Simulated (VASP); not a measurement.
Wanted: the native input for a VASP 6.6.1 run.

- Task: relaxation of the atoms
- Functional: r2SCAN
- Potentials or basis: VASP PAW PBE potentials, release 64 (C)
- Cutoff: 580 eV
- k mesh: 10 × 10 × 10
- Occupations: gaussian, width 0.02 eV
- Spin: no spin polarisation
- Dipole correction: no
- Further INCAR settings: ALGO = Normal; EDIFF = 1e-07; IBRION = 2; EDIFFG = -0.002; NSW = 60

The system is C.

```
C
1.0
     0.00000    1.76234    1.76234
     1.76234    0.00000    1.76234
     1.76234    1.76234    0.00000
C
2
Direct
  0.00000 0.00000 0.00000
  0.25000 0.25000 0.25000
```

This cell differs from its parent crystal: strained cell.

The input as run:

POSCAR

```
C
1.0
    0.0000000000      1.7623370986      1.7623370986
    1.7623370986      0.0000000000      1.7623370986
    1.7623370986      1.7623370986      0.0000000000
C
2
Direct
    0.0000000000      0.0000000000      0.0000000000
    0.2500000000      0.2500000000      0.2500000000
```

INCAR.step1

```
SYSTEM = C
ALGO     = Normal         ! electronic algorithm
EDIFF    = 1E-5           ! SCF threshold, eV
EDIFFG   = -0.01          ! ionic threshold
ENCUT    = 580            ! plane-wave cutoff, eV
GGA      = PE             ! functional
GGA_COMPAT= .FALSE.      
IBRION   = 2              ! ionic algorithm
ISMEAR   = 0              ! smearing method
LASPH    = .TRUE.         ! aspherical terms in the spheres
LCHARG   = .FALSE.        ! write CHGCAR
LREAL    = .FALSE.        ! projectors in reciprocal space
LWAVE    = .TRUE.         ! write WAVECAR
NELM     = 120            ! most SCF steps
NELMIN   = 4            
NSW      = 100            ! ionic steps
PREC     = Accurate       ! precision mode
SIGMA    = 0.02           ! smearing width, eV
```

INCAR.step2

```
SYSTEM = C
ALGO     = Normal         ! electronic algorithm
EDIFF    = 1E-7           ! SCF threshold, eV
EDIFFG   = -0.002         ! ionic threshold
ENCUT    = 580            ! plane-wave cutoff, eV
GGA_COMPAT= .FALSE.      
IBRION   = 2              ! ionic algorithm
ISIF     = 2              ! what is computed and relaxed
ISMEAR   = 0              ! smearing method
ISTART   = 1            
LASPH    = .TRUE.         ! aspherical terms in the spheres
LCHARG   = .FALSE.        ! write CHGCAR
LMIXTAU  = .TRUE.       
LREAL    = .FALSE.        ! projectors in reciprocal space
LWAVE    = .FALSE.        ! write WAVECAR
METAGGA  = R2SCAN         ! meta-GGA
NELM     = 120            ! most SCF steps
NELMIN   = 4            
NSW      = 60             ! ionic steps
PREC     = Accurate       ! precision mode
SIGMA    = 0.02           ! smearing width, eV
```

KPOINTS

```
k-points
0
G
  10 10 10
  0 0 0
```

Potentials or basis: VASP PAW PBE potentials, release 64 (C).

Launch:

```console
$ cat potpaw_PBE.64/C/POTCAR > POTCAR
$ cp INCAR.step1 INCAR
$ mpirun -np 1 vasp_std > vasp.out
$ cp INCAR.step2 INCAR
$ mpirun -np 1 vasp_std > vasp.out
```

Results of the run:

```json
{
  "Pressure after relaxing": "15.0 GPa",
  "Band gap on the k mesh": "4.45 eV (least direct gap 5.93 eV)"
}
```

Caveat: the cell differs from its parent crystal (strained cell); the relaxation stopped at its first step, so nothing moved; the PAW data sets were made with another functional, which shifts forces and pressure a little.

Run time: 26 s on 1 thread of AMD EPYC 7R13 Processor (Zen 3), on a shared host, peak memory 0.09 GiB.
